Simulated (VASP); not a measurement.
# Ti (R32) in VASP: single point with LDA

Aim: the single point of Ti with LDA.

All numbers are computed with VASP 6.6.1; they aren't measurements. Logs are shortened: lines on timing, memory, paths and dates and some standing lists are left out, and cuts for length are marked.

## (1) The cell of the first run

The structure is trigonal, space group R32 (No. 155). The conventional cell has a = 5.426 Å, b = 5.426 Å, c = 9.713 Å, α = 90.00°, β = 90.00°, γ = 120.00°. Ti (site symmetry 2) has 8 Ti at 3.12 to 3.24 Å within 4.1 Å.

## (2) Single point, LDA

INCAR reads:

```
PREC = Accurate ; ENCUT = 520
EDIFF = 1E-6 ; ISMEAR = -1
SIGMA = 0.1 ; LREAL = False
LASPH = True ; NELM = 80
ALGO = Normal ; ISIF = 2
LWAVE = False ; LCHARG = False
NBANDS = 25
```

KPOINTS reads:

```
Automatic mesh
0
Gamma
  6 6 6
```

POSCAR reads:

```
Ti
1.0
    2.7131100000      1.5664200000      3.2376200000
   -2.7131100000      1.5664200000      3.2376200000
    0.0000000000     -3.1328300000      3.2376200000
Ti
3
Direct
    0.3356500000      0.6643400000      0.0000000000
    0.6643400000      0.0000000000      0.3356500000
    0.0000000000      0.3356500000      0.6643400000
```

Potentials or basis: VASP PAW LDA potentials, release 64 (Ti_sv).

Run with:

```
$ cat potpaw_LDA.64/Ti_sv/POTCAR > POTCAR
$ mpirun -np 1 vasp_std > vasp.out
```

OUTCAR:

```text
PREC = Accurate
   ENCUT = 520
   EDIFF = 1E-6
   ISMEAR = -1
   LREAL = False
   LASPH = True
   NELM = 80
   ISIF = 2

 ion  position               nearest neighbor table
   1  0.336  0.664  0.000-
   2  0.664  0.000  0.336-
   3  0.000  0.336  0.664-

  LATTYP: Found a trigonal (rhomboedric) cell.
 ALAT       =     4.5051977840
 COS(alpha) =     0.2746665422

  Lattice vectors:

 A1 = (   2.7131100000,   1.5664200000,   3.2376200000)
 A2 = (  -2.7131100000,   1.5664200000,   3.2376200000)
 A3 = (   0.0000000000,  -3.1328300000,   3.2376200000)

Analysis of symmetry for initial positions (statically):
=====================================================================
 Subroutine PRICEL returns:
 Original cell was already a primitive cell.

 Routine SETGRP: Setting up the symmetry group for a
 trigonal (rhombohedral) supercell.

 Subroutine GETGRP returns: Found  3 space group operations
 (whereof  3 operations were pure point group operations)
 out of a pool of 12 trial point group operations.

The static configuration has the point symmetry C_3 .

Analysis of symmetry for dynamics (positions and initial velocities):
=====================================================================
 Subroutine PRICEL returns:
 Original cell was already a primitive cell.

 Routine SETGRP: Setting up the symmetry group for a
 trigonal (rhombohedral) supercell.

 Subroutine GETGRP returns: Found  3 space group operations
 (whereof  3 operations were pure point group operations)
 out of a pool of 12 trial point group operations.

The dynamic configuration has the point symmetry C_3 .

 Subroutine INISYM returns: Found  3 space group operations
 (whereof  3 operations are pure point group operations),
 and found     1 'primitive' translations

----------------------------------------------------------------------------------------

                                     Primitive cell

  volume of cell :      82.5566

  direct lattice vectors                    reciprocal lattice vectors
     2.713110000  1.566420000  3.237620000     0.184290353  0.106399957  0.102956177
    -2.713110000  1.566420000  3.237620000    -0.184290353  0.106399957  0.102956177
     0.000000000 -3.132830000  3.237620000     0.000000000 -0.212799915  0.102956506

  length of vectors
     4.505199302  4.505199302  4.505197784     0.236397673  0.236397673  0.236397644

  position of ions in fractional coordinates (direct lattice)
     0.335650000  0.664340000  0.000000000
     0.664340000  1.000000000  0.335650000
     1.000000000  0.335650000  0.664340000

  ion indices of the primitive-cell ions
   primitive index   ion index
                 1           1
                 2           2
                 3           3

----------------------------------------------------------------------------------------

 KPOINTS: Automatic mesh

Automatic generation of k-mesh.
 Grid dimensions read from file:
 generate k-points for:    6    6    6

 Generating k-lattice:

  Cartesian coordinates                     Fractional coordinates (reciprocal lattice)
     0.030715059  0.017733326  0.017159363     0.166666667 -0.000000000 -0.000000000
    -0.030715059  0.017733326  0.017159363    -0.000000000  0.166666667 -0.000000000
     0.000000000 -0.035466652  0.017159418     0.000000000  0.000000000  0.166666667

  Length of vectors
     0.039399612  0.039399612  0.039399607

  Shift w.r.t. Gamma in fractional coordinates (k-lattice)
     0.000000000  0.000000000  0.000000000

 Subroutine IBZKPT returns following result:
 ===========================================

 Found     40 irreducible k-points:

 Following reciprocal coordinates:
            Coordinates               Weight
  0.000000  0.000000  0.000000      1.000000
  0.166667 -0.000000  0.000000      6.000000
  0.333333 -0.000000  0.000000      6.000000
  0.500000  0.000000 -0.000000      3.000000
  0.166667  0.166667  0.000000      6.000000
  0.333333  0.166667  0.000000      6.000000
[... 16 lines left out ...]
  0.333333  0.333333  0.166667      6.000000
  0.500000  0.333333  0.166667      6.000000
 [... further k-points ...]
   k-points           NKPTS =     40   k-points in BZ     NKDIM =     40   number of bands    NBANDS=     25
   number of dos      NEDOS =    301   number of ions     NIONS =      3
   total plane-waves  NPLWV =  46656
   dimension x,y,z NGX =    36 NGY =   36 NGZ =   36
   dimension x,y,z NGXF=    72 NGYF=   72 NGZF=   72
   ions per type =               3
   NGX,Y,Z   is equivalent  to a cutoff of  13.28, 13.28, 13.28 a.u.
   NGXF,Y,Z  is equivalent  to a cutoff of  26.57, 26.57, 26.57 a.u.
 SYSTEM =  unknown system
   PREC   = accura    normal or accurate (medium, high low for compatibility)
   ISTART =      0    job   : 0-new  1-cont  2-samecut
   ICHARG =      2    charge: 1-file 2-atom 10-const
   ISPIN  =      1    spin polarized calculation?
   LNONCOLLINEAR =      F non collinear calculations
   LSORBIT =      F    spin-orbit coupling
   LASPH  =      T    aspherical Exc in radial PAW
   ENCUT  =  520.0 eV  38.22 Ry    6.18 a.u.   8.38  8.38  8.38*2*pi/ulx,y,z
   NELM   =     80;   NELMIN=  2; NELMDL= -5     # of ELM steps
   EDIFF  = 0.1E-05   stopping-criterion for ELM
   LREAL  =      F    real-space projection
   EDIFFG = 0.1E-04   stopping-criterion for IOM
   NSW    =      0    number of steps for IOM
   IBRION =     -1    ionic relax: 0-MD 1-quasi-New 2-CG
   NFREE  =      0    steps in history (QN), initial steepest desc. (CG)
   ISIF   =      2    stress and relaxation
   ISYM   =      2    0-nonsym 1-usesym 2-fastsym
   POTIM  = 0.5000    time-step for ionic-motion
   TEBEG  =    0.0;   TEEND  =   0.0 temperature during run
   PSTRESS=    0.0 pullay stress
   NELECT =      36.0000    total number of electrons
   NUPDOWN=      -1.0000    fix difference up-down
   EMIN   =  10.00;   EMAX   =-10.00  energy-range for DOS
   EFERMI =   0.00;   METHOD = LEGACY
   ISMEAR =    -1;   SIGMA  =   0.10  broadening in eV -4-tet -1-fermi 0-gaus
   EFERMI_NEDOS =   21; number of points for ismear=-14 and -15
   IALGO  =     38    algorithm
   IMIX   =      4    mixing-type and parameters
     AMIX     =   0.40;   BMIX     =  1.00
     AMIX_MAG =   1.60;   BMIX_MAG =  1.00
  volume/ion in A,a.u.               =      27.52       185.71
  Fermi-wavevector in a.u.,A,eV,Ry     =   1.241438  2.345978 20.968870  1.541168
  Thomas-Fermi vector in A             =   2.375836
   LORBIT       =      0    0 simple, 1 ext, 2 COOP (PROOUT), +10 PAW based schemes
   GGA     = CA    functional components
   LHFCALC =     F    Hartree Fock is set to
   AEXX    =    0.0000 exact exchange contribution
   IVDW    =     0    specifies the selected vdW correction
   LEPSILON=     F    determine dielectric tensor
   LRPA    =     F    only Hartree local field effects (RPA)
 non-spin polarized calculation
  energy-cutoff  :      520.00
  volume of cell :       82.56
 maximum number of plane-waves:      2238
 NGX is ok and might be reduce to    36
   NGX = 17   NGY = 17   NGZ = 17

 number of electron      35.9999994 magnetization

 Free energy of the ion-electron system (eV)
  ---------------------------------------------------
  ext. energy  EPLUGINS =         0.00000000
  ---------------------------------------------------
  free energy    TOTEN  =       -21.32526012 eV

  energy without entropy =      -21.11071593  energy(sigma->0) =      -21.21798802

 E-fermi :   3.8609     XC(G=0):  -9.6768

 val. band max:        3.8557959481   @ k =   0.5000   0.0000  -0.0000
 cond. band min:       3.8663760014   @ k =  -0.3333  -0.3333   0.1667
 fundamental gap:      0.0105800533
 Fermi energy:         3.8609231320

 k-point     1 :       0.0000    0.0000    0.0000
  band No.  band energies     occupation
      1     -52.7157      2.00000
      2     -52.6707      2.00000
      3     -52.6707      2.00000
      4     -29.3588      2.00000
      5     -29.3588      2.00000
      6     -29.3153      2.00000
[... 17 lines left out ...]
     24       4.5863      0.00141
     25       5.4410      0.00000

 k-point     2 :       0.1667   -0.0000    0.0000
  band No.  band energies     occupation
      1     -52.7124      2.00000
      2     -52.6741      2.00000
      3     -52.6704      2.00000
      4     -29.3752      2.00000
      5     -29.3490      2.00000
      6     -29.3429      2.00000
[... 17 lines left out ...]
     24       4.9169      0.00005
     25       5.0183      0.00002

 k-point     3 :       0.3333   -0.0000    0.0000
  band No.  band energies     occupation
      1     -52.7037      2.00000
      2     -52.6816      2.00000
      3     -52.6715      2.00000
      4     -29.3873      2.00000
      5     -29.3732      2.00000
      6     -29.3352      2.00000
[... 17 lines left out ...]
     24       5.1909      0.00000
     25       5.5979      0.00000

 k-point     4 :       0.5000    0.0000   -0.0000
  band No.  band energies     occupation
      1     -52.6931      2.00000
      2     -52.6917      2.00000
      3     -52.6721      2.00000
      4     -29.3918      2.00000
      5     -29.3818      2.00000
      6     -29.3179      2.00000
[... 17 lines left out ...]
     24       5.5697      0.00000
     25       5.5917      0.00000
[... 477 lines left out ...]
 k-point    22 :      -0.1667    0.1667    0.1667
  band No.  band energies     occupation
      1     -52.7047      2.00000
      2     -52.6767      2.00000
      3     -52.6755      2.00000
      4     -29.3821      2.00000
      5     -29.3786      2.00000
      6     -29.3435      2.00000
[... 17 lines left out ...]
     24       5.1715      0.00000
     25       5.5529      0.00000

 k-point    23 :       0.3333    0.3333    0.1667
  band No.  band energies     occupation
      1     -52.7063      2.00000
      2     -52.6794      2.00000
      3     -52.6710      2.00000
      4     -29.3759      2.00000
      5     -29.3749      2.00000
      6     -29.3605      2.00000
[... 17 lines left out ...]
     24       4.9351      0.00004
     25       5.3700      0.00000

 k-point    24 :       0.5000    0.3333    0.1667
  band No.  band energies     occupation
      1     -52.6993      2.00000
      2     -52.6826      2.00000
      3     -52.6747      2.00000
      4     -29.3894      2.00000
      5     -29.3652      2.00000
      6     -29.3632      2.00000
[... 17 lines left out ...]
     24       5.0729      0.00001
     25       5.4341      0.00000

 [... further k-points ...]
[... 5 lines left out ...]
  --------------------------------------------------------------------------------------
  -------------------------------------------------------------------------------------
  Total      -11.4456535    -11.4456810     -9.9467834     -0.0000008     -0.0000102     -0.0000000
  in kB     -222.1259797   -222.1265122   -193.0373827     -0.0000162     -0.0001987     -0.0000000
  external PRESSURE =    -212.4299582 kB  Pullay stress =       0.0000000 kB

 VOLUME and BASIS-vectors are now :
 -----------------------------------------------------------------------------
  energy-cutoff  :      520.00
  volume of cell :       82.56
      direct lattice vectors                 reciprocal lattice vectors
     2.713110000  1.566420000  3.237620000     0.184290353  0.106399957  0.102956177
    -2.713110000  1.566420000  3.237620000    -0.184290353  0.106399957  0.102956177
     0.000000000 -3.132830000  3.237620000     0.000000000 -0.212799915  0.102956506

 POSITION                                       TOTAL-FORCE (eV/Angst)
 -----------------------------------------------------------------------------------
     -0.89177      1.56640      3.23759        -0.004431     -0.000003     -0.000000
      1.80243     -0.01090      3.23759         0.002212      0.003839      0.000000
     -0.91066     -1.55550      3.23759         0.002218     -0.003835      0.000000
 -----------------------------------------------------------------------------------
    total drift:                               -0.000000     -0.000000      0.000003

  FREE ENERGIE OF THE ION-ELECTRON SYSTEM (eV)
  ---------------------------------------------------
  free  energy   TOTEN  =       -21.3252601212 eV

  energy  without entropy=      -21.1107159251  energy(sigma->0) =      -21.21798802
```

Run time: 64 s. Hardware: 1 thread of AMD EPYC 7R43 (Zen 3), shared host; peak memory 0.17 GiB.

Results:

```yaml
Free_energy: -21.3253 eV
Pressure: -21.2 GPa
Largest_force: 0.004 eV/Å
Band_gap_on_the_k_mesh: zero (band 18 reaches 3.93 eV, above the bottom of band 19 at 3.70 eV)
```

Forces on the atoms (eV/Å):
```
Ti  -0.004  0.000  0.000
Ti   0.002  0.004  0.000
Ti   0.002 -0.004  0.000
```

Stress tensor (GPa, compression positive):
```
-22.21   0.00   0.00
  0.00 -22.21   0.00
  0.00   0.00 -19.30
```
